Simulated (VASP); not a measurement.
# Au (Fm-3m) in VASP: notebook

The runs below take Au through single point, with B3LYP, HF.

Everything below comes from runs of VASP 6.6.1. Logs are shortened: lines on timing, memory, paths and dates and some standing lists are left out, and cuts for length are marked.

**1. The cell of the first run**

Symmetry: Fm-3m, No. 225, cubic system. Conventional cell: a = 4.070 Å, b = 4.070 Å, c = 4.070 Å, α = 90.00°, β = 90.00°, γ = 90.00°. Au (site symmetry m-3m) has 12 Au at 2.88 Å within 3.8 Å.

**2. Single point, B3LYP**

Input file POSCAR:

```
Au
1.0
    0.0000000000      2.0350000000      2.0350000000
    2.0350000000      0.0000000000      2.0350000000
    2.0350000000      2.0350000000      0.0000000000
Au
1
Direct
    0.0000000000      0.0000000000      0.0000000000
```

Input file INCAR.step1:

```
PREC = Accurate
ENCUT = 520
EDIFF = 1E-5
ISMEAR = -1
SIGMA = 0.05
LREAL = F
LASPH = T
NELM = 80
ALGO = Normal
ISIF = 2
LWAVE = T
NBANDS = 12
GGA = PE
```

Input file INCAR.step2:

```
PREC = Accurate
ENCUT = 520
EDIFF = 1E-6
ISMEAR = -1
SIGMA = 0.05
LREAL = F
LASPH = T
NELM = 80
ALGO = Normal
ISIF = 2
LWAVE = F
LCHARG = T
GGA = B3
LHFCALC = T
AEXX = 0.2
AGGAX = 0.72
AGGAC = 0.81
ALDAC = 0.19
PRECFOCK = Normal
LELF = T
LVHAR = T
NBANDS = 12
ISTART = 1
```

Input file KPOINTS:

```
regular mesh
0
Gamma
  6 6 6
```

Potentials or basis: VASP PAW PBE potentials, release 64 (Au).

The run is started by

```bash
$ cat potpaw_PBE.64/Au/POTCAR > POTCAR
$ cp INCAR.step1 INCAR
$ mpirun -np 1 vasp_std > vasp.out
$ cp INCAR.step2 INCAR
$ mpirun -np 1 vasp_std > vasp.out
```

OUTCAR:

```text
PREC = Accurate
   ENCUT = 520
   EDIFF = 1E-6
   ISMEAR = -1
   LREAL = F
   LASPH = T
   NELM = 80
   ISIF = 2
   GGA = B3
   LHFCALC = T
   AEXX = 0.2
   PRECFOCK = Normal
   ISTART = 1

 ion  position               nearest neighbor table
   1  0.000  0.000  0.000-

  LATTYP: Found a face centered cubic cell.
 ALAT       =     4.0700000000

  Lattice vectors:

 A1 = (   0.0000000000,   2.0350000000,   2.0350000000)
 A2 = (   2.0350000000,   0.0000000000,   2.0350000000)
 A3 = (   2.0350000000,   2.0350000000,   0.0000000000)

Analysis of symmetry for initial positions (statically):
=====================================================================
 Subroutine PRICEL returns:
 Original cell was already a primitive cell.

 Routine SETGRP: Setting up the symmetry group for a
 face centered cubic supercell.

 Subroutine GETGRP returns: Found 48 space group operations
 (whereof 48 operations were pure point group operations)
 out of a pool of 48 trial point group operations.

The static configuration has the point symmetry O_h .

Analysis of symmetry for dynamics (positions and initial velocities):
=====================================================================
 Subroutine PRICEL returns:
 Original cell was already a primitive cell.

 Routine SETGRP: Setting up the symmetry group for a
 face centered cubic supercell.

 Subroutine GETGRP returns: Found 48 space group operations
 (whereof 48 operations were pure point group operations)
 out of a pool of 48 trial point group operations.

The dynamic configuration has the point symmetry O_h .

 Subroutine INISYM returns: Found 48 space group operations
 (whereof 48 operations are pure point group operations),
 and found     1 'primitive' translations

----------------------------------------------------------------------------------------

                                     Primitive cell

  volume of cell :      16.8548

  direct lattice vectors                    reciprocal lattice vectors
     0.000000000  2.035000000  2.035000000    -0.245700246  0.245700246  0.245700246
     2.035000000  0.000000000  2.035000000     0.245700246 -0.245700246  0.245700246
     2.035000000  2.035000000  0.000000000     0.245700246  0.245700246 -0.245700246

  length of vectors
     2.877924599  2.877924599  2.877924599     0.425565309  0.425565309  0.425565309

  position of ions in fractional coordinates (direct lattice)
     0.000000000  0.000000000  0.000000000

  ion indices of the primitive-cell ions
   primitive index   ion index
                 1           1

----------------------------------------------------------------------------------------

 KPOINTS: regular mesh

Automatic generation of k-mesh.
 Grid dimensions read from file:
 generate k-points for:    6    6    6

 Generating k-lattice:

  Cartesian coordinates                     Fractional coordinates (reciprocal lattice)
    -0.040950041  0.040950041  0.040950041     0.166666667  0.000000000  0.000000000
     0.040950041 -0.040950041  0.040950041     0.000000000  0.166666667  0.000000000
     0.040950041  0.040950041 -0.040950041     0.000000000  0.000000000  0.166666667

  Length of vectors
     0.070927551  0.070927551  0.070927551

  Shift w.r.t. Gamma in fractional coordinates (k-lattice)
     0.000000000  0.000000000  0.000000000

 Subroutine IBZKPT returns following result:
 ===========================================

 Found     16 irreducible k-points:

 Following reciprocal coordinates:
            Coordinates               Weight
  0.000000  0.000000  0.000000      1.000000
  0.166667  0.000000  0.000000      8.000000
  0.333333  0.000000  0.000000      8.000000
  0.500000  0.000000  0.000000      4.000000
  0.166667  0.166667  0.000000      6.000000
  0.333333  0.166667  0.000000     24.000000
[... 8 lines left out ...]
 -0.333333  0.333333  0.166667     24.000000
 -0.333333  0.500000  0.166667     12.000000
   k-points           NKPTS =     16   k-points in BZ     NKDIM =    216   number of bands    NBANDS=     12
   number of dos      NEDOS =    301   number of ions     NIONS =      1
   total plane-waves  NPLWV =  13824
   dimension x,y,z NGX =    24 NGY =   24 NGZ =   24
   dimension x,y,z NGXF=    48 NGYF=   48 NGZF=   48
   ions per type =               1
   NGX,Y,Z   is equivalent  to a cutoff of  13.86, 13.86, 13.86 a.u.
   NGXF,Y,Z  is equivalent  to a cutoff of  27.73, 27.73, 27.73 a.u.
 SYSTEM =  unknown system
   PREC   = accura    normal or accurate (medium, high low for compatibility)
   ISTART =      1    job   : 0-new  1-cont  2-samecut
   ICHARG =      0    charge: 1-file 2-atom 10-const
   ISPIN  =      1    spin polarized calculation?
   LNONCOLLINEAR =      F non collinear calculations
   LSORBIT =      F    spin-orbit coupling
   LASPH  =      T    aspherical Exc in radial PAW
   ENCUT  =  520.0 eV  38.22 Ry    6.18 a.u.   5.35  5.35  5.35*2*pi/ulx,y,z
   NELM   =     80;   NELMIN=  2; NELMDL=  0     # of ELM steps
   EDIFF  = 0.1E-05   stopping-criterion for ELM
   LREAL  =      F    real-space projection
   EDIFFG = 0.1E-04   stopping-criterion for IOM
   NSW    =      0    number of steps for IOM
   IBRION =     -1    ionic relax: 0-MD 1-quasi-New 2-CG
   NFREE  =      0    steps in history (QN), initial steepest desc. (CG)
   ISIF   =      2    stress and relaxation
   ISYM   =      3    0-nonsym 1-usesym 2-fastsym
   POTIM  = 0.5000    time-step for ionic-motion
   TEBEG  =    0.0;   TEEND  =   0.0 temperature during run
   PSTRESS=    0.0 pullay stress
   NELECT =      11.0000    total number of electrons
   NUPDOWN=      -1.0000    fix difference up-down
   EMIN   =  10.00;   EMAX   =-10.00  energy-range for DOS
   EFERMI =   0.00;   METHOD = LEGACY
   ISMEAR =    -1;   SIGMA  =   0.05  broadening in eV -4-tet -1-fermi 0-gaus
   EFERMI_NEDOS =   21; number of points for ismear=-14 and -15
   IALGO  =     38    algorithm
   IMIX   =      1    mixing-type and parameters
     AMIX     =   0.40;   BMIX     =  1.00
     AMIX_MAG =   1.60;   BMIX_MAG =  1.00
  volume/ion in A,a.u.               =      16.85       113.74
  Fermi-wavevector in a.u.,A,eV,Ry     =   1.420032  2.683470 27.436005  2.016489
  Thomas-Fermi vector in A             =   2.540990
   LORBIT       =      0    0 simple, 1 ext, 2 COOP (PROOUT), +10 PAW based schemes
   GGA     = B3    functional components
   LHFCALC =     T    Hartree Fock is set to
   PRECFOCK=normal    Normal, Fast or Accurate (Low or Medium for compatibility)
   ENCUT4O =  -1.0   cutoff for four orbital integrals eV
   NKREDX  =     1    reduce k-point grid by
   NKREDY  =     1    reduce k-point grid by
   NKREDZ  =     1    reduce k-point grid by
   AEXX    =    0.2000 exact exchange contribution
   HFSCREEN=    0.0000 screening length (either q_TF or 0.3 A-1)
   HFSCREENC=   0.0000 screening length for correlation (either q_TF or 0.3 A-1)
   ENCUTFOCK=  -1.0 apply spherical cutoff to Coloumb kernel
   IVDW    =     0    specifies the selected vdW correction
   LEPSILON=     F    determine dielectric tensor
   LRPA    =     F    only Hartree local field effects (RPA)
 non-spin polarized calculation
  energy-cutoff  :      520.00
  volume of cell :       16.85
 maximum number of plane-waves:       464
 NGX is ok and might be reduce to    24
  NGX = 18; NGY = 18; NGZ = 18

 number of electron      10.9999999 magnetization

 Free energy of the ion-electron system (eV)
  ---------------------------------------------------
  ext. energy  EPLUGINS =         0.00000000
  ---------------------------------------------------
  free energy    TOTEN  =        -2.68776797 eV

  energy without entropy =       -2.68041225  energy(sigma->0) =       -2.68409011

 E-fermi :   9.5609     XC(G=0): -10.1303

 val. band max:        9.5353326875   @ k =   0.5000   0.3333   0.1667
 cond. band min:      10.7812366853   @ k =   0.5000   0.1667   0.0000
 fundamental gap:      1.2459039978
 Fermi energy:         9.5608831122

 k-point     1 :       0.0000    0.0000    0.0000
  band No.  band energies     occupation
      1      -1.2333      2.00000
      2       3.7879      2.00000
      3       3.7879      2.00000
      4       3.7879      2.00000
      5       5.3854      2.00000
      6       5.3854      2.00000
      7      25.7079      0.00000
      8      29.7760      0.00000
      9      29.7760      0.00000
     10      29.7760      0.00000
     11      35.0447      0.00000
     12      39.8137      0.00000

 k-point     2 :       0.1667    0.0000    0.0000
  band No.  band energies     occupation
      1      -0.2258      2.00000
      2       3.5912      2.00000
      3       4.0550      2.00000
      4       4.0550      2.00000
      5       5.3431      2.00000
      6       5.3431      2.00000
      7      25.4585      0.00000
      8      26.8593      0.00000
      9      30.8655      0.00000
     10      30.8655      0.00000
     11      33.8894      0.00000
     12      36.1490      0.00000

 k-point     3 :       0.3333    0.0000    0.0000
  band No.  band energies     occupation
      1       1.1371      2.00000
      2       3.9434      2.00000
      3       3.9434      2.00000
      4       5.0568      2.00000
      5       6.1138      2.00000
      6       6.1138      2.00000
      7      18.8700      0.00000
      8      26.0739      0.00000
      9      30.1996      0.00000
     10      30.1996      0.00000
     11      34.7148      0.00000
     12      34.9837      0.00000

 k-point     4 :       0.5000    0.0000    0.0000
  band No.  band energies     occupation
      1       1.1540      2.00000
      2       3.7387      2.00000
      3       3.7387      2.00000
      4       6.7832      2.00000
      5       6.7832      2.00000
      6       8.6834      2.00000
      7      13.6840      0.00000
      8      25.1430      0.00000
      9      28.3903      0.00000
     10      28.3903      0.00000
     11      36.5627      0.00000
     12      36.5627      0.00000

 k-point     5 :       0.1667    0.1667    0.0000
  band No.  band energies     occupation
      1       0.1296      2.00000
      2       3.1646      2.00000
      3       4.4220      2.00000
      4       4.4220      2.00000
      5       4.7788      2.00000
      6       5.6856      2.00000
      7      27.2374      0.00000
      8      27.8417      0.00000
      9      28.3744      0.00000
     10      28.3744      0.00000
     11      33.4885      0.00000
     12      36.2523      0.00000
[... 108 lines left out ...]
      1       1.3170      2.00000
      2       1.6072      2.00000
      3       6.6728      2.00000
      4       7.1842      2.00000
      5       7.1842      2.00000
      6      11.4029      0.00000
      7      16.7316      0.00000
      8      20.9906      0.00000
      9      20.9906      0.00000
     10      28.7454      0.00000
     11      31.4269      0.00000
     12      38.9442      0.00000

 k-point    14 :       0.5000    0.3333    0.1667
  band No.  band energies     occupation
      1       2.6317      2.00000
      2       2.7135      2.00000
      3       3.5707      2.00000
      4       5.6510      2.00000
      5       6.0318      2.00000
      6       9.5353      1.25009
      7      19.5857      0.00000
      8      21.3474      0.00000
      9      24.7053      0.00000
     10      31.6037      0.00000
     11      31.9824      0.00000
     12      37.1554      0.00000

 k-point    15 :      -0.3333    0.3333    0.1667
  band No.  band energies     occupation
      1       2.7709      2.00000
      2       2.7882      2.00000
      3       3.8404      2.00000
      4       5.1745      2.00000
      5       6.7068      2.00000
      6      14.0172      0.00000
      7      14.7032      0.00000
      8      20.8683      0.00000
      9      22.8245      0.00000
     10      30.6488      0.00000
     11      34.7394      0.00000
     12      39.4885      0.00000

 k-point    16 :      -0.3333    0.5000    0.1667
  band No.  band energies     occupation
      1       2.1034      2.00000
      2       2.4045      2.00000
      3       4.7053      2.00000
      4       5.7442      2.00000
      5       7.1761      2.00000
      6      14.7987      0.00000
      7      15.8571      0.00000
      8      19.1158      0.00000
      9      20.5545      0.00000
     10      32.5190      0.00000
     11      33.1411      0.00000
     12      36.3274      0.00000

------------------------ aborting loop because EDIFF is reached ----------------------------------------

  FORCE on cell =-STRESS in cart. coord.  units (eV):
  Direction    XX          YY          ZZ          XY          YZ          ZX
  --------------------------------------------------------------------------------------
  -------------------------------------------------------------------------------------
  Total        2.0836564      2.0836564      2.0836564      0.0000000     -0.0000000      0.0000000
  in kB      198.0676098    198.0676098    198.0676098      0.0000000     -0.0000000      0.0000000
  external PRESSURE =     198.0676098 kB  Pullay stress =       0.0000000 kB

 VOLUME and BASIS-vectors are now :
 -----------------------------------------------------------------------------
  energy-cutoff  :      520.00
  volume of cell :       16.85
      direct lattice vectors                 reciprocal lattice vectors
     0.000000000  2.035000000  2.035000000    -0.245700246  0.245700246  0.245700246
     2.035000000  0.000000000  2.035000000     0.245700246 -0.245700246  0.245700246
     2.035000000  2.035000000  0.000000000     0.245700246  0.245700246 -0.245700246

 POSITION                                       TOTAL-FORCE (eV/Angst)
 -----------------------------------------------------------------------------------
      0.00000      0.00000      0.00000        -0.000000      0.000000     -0.000000
 -----------------------------------------------------------------------------------
    total drift:                               -0.000000     -0.000000     -0.000000

  FREE ENERGIE OF THE ION-ELECTRON SYSTEM (eV)
  ---------------------------------------------------
  free  energy   TOTEN  =        -2.6877679739 eV

  energy  without entropy=       -2.6804122484  energy(sigma->0) =       -2.68409011
```

Wall time 12 min (1 thread of Intel Xeon Platinum 8375C at 2.90GHz (Ice Lake), shared host); peak memory 0.16 GiB.

What came out:

- Free energy: -2.6878 eV
- Pressure: 19.8 GPa
- Band gap on the k mesh: zero (an odd number of electrons rules out a gap without spin polarisation)

Caveat: the k points lie up to 0.45 Å⁻¹ apart, too coarse for converged energies and pressures of a metal; the PAW data sets were made with another functional, which shifts forces and pressure a little; spin-orbit coupling is left out, which moves the levels of the heavy elements.

**3. Single point, HF**

This run uses another cell than the first one, of 17.19 Å³/atom.

Input file POSCAR:

```
Au
1.0
    0.0000000000      2.0484772140      2.0484772140
    2.0484772140      0.0000000000      2.0484772140
    2.0484772140      2.0484772140      0.0000000000
Au
1
Direct
    0.0000000000      0.0000000000      0.0000000000
```

Input file INCAR.step1:

```
PREC = Accurate
ENCUT = 520
EDIFF = 1E-5
ISMEAR = -1
SIGMA = 0.05
LREAL = F
LASPH = T
NELM = 60
ALGO = Normal
ISIF = 2
LWAVE = T
LCHARG = F
GGA = PE
NBANDS = 12
```

Input file INCAR.step2:

```
PREC = Accurate
ENCUT = 520
EDIFF = 1E-6
ISMEAR = -1
SIGMA = 0.05
LREAL = F
LASPH = T
NELM = 60
ALGO = Normal
ISIF = 2
LWAVE = F
LCHARG = F
GGA = PE
LHFCALC = T
AEXX = 1.0
ALDAC = 0.0
AGGAC = 0.0
PRECFOCK = Normal
ISTART = 1
NBANDS = 12
```

KPOINTS is that of step 2.

Potentials or basis: VASP PAW PBE potentials, release 64 (Au).

The run is started by

```bash
$ cat potpaw_PBE.64/Au/POTCAR > POTCAR
$ cp INCAR.step1 INCAR
$ mpirun -np 1 vasp_std > vasp.out
$ cp INCAR.step2 INCAR
$ mpirun -np 1 vasp_std > vasp.out
```

Run time: 22 min. Hardware: 1 thread of AMD EPYC 7R13 (Zen 3), shared host; peak memory 0.13 GiB.

The run converged. Its results:

- Free energy: -3.4109 eV
- Pressure: 21.0 GPa
- Band gap on the k mesh: zero (an odd number of electrons rules out a gap without spin polarisation)

Levels at points of the mesh, in eV from the Fermi level:
```
           k point  band 3  band 4  band 5  band 6  band 7  band 8  band 9  band 10
(0.00, 0.00, 0.00)  -10.12  -10.12   -8.37   -8.37   21.17   25.73   25.73    25.73
(0.50, 0.00, 0.00)  -10.19   -6.57   -6.57   -1.20    7.68   20.39   24.64    24.64
(0.50, 0.50, 0.00)   -6.83   -6.00   -6.00    4.68   11.88   16.31   16.31    24.37
```

Caveat: the k points lie up to 0.44 Å⁻¹ apart, too coarse for converged energies and pressures of a metal; the PAW data sets were made with another functional, which shifts forces and pressure a little; spin-orbit coupling is left out, which moves the levels of the heavy elements.
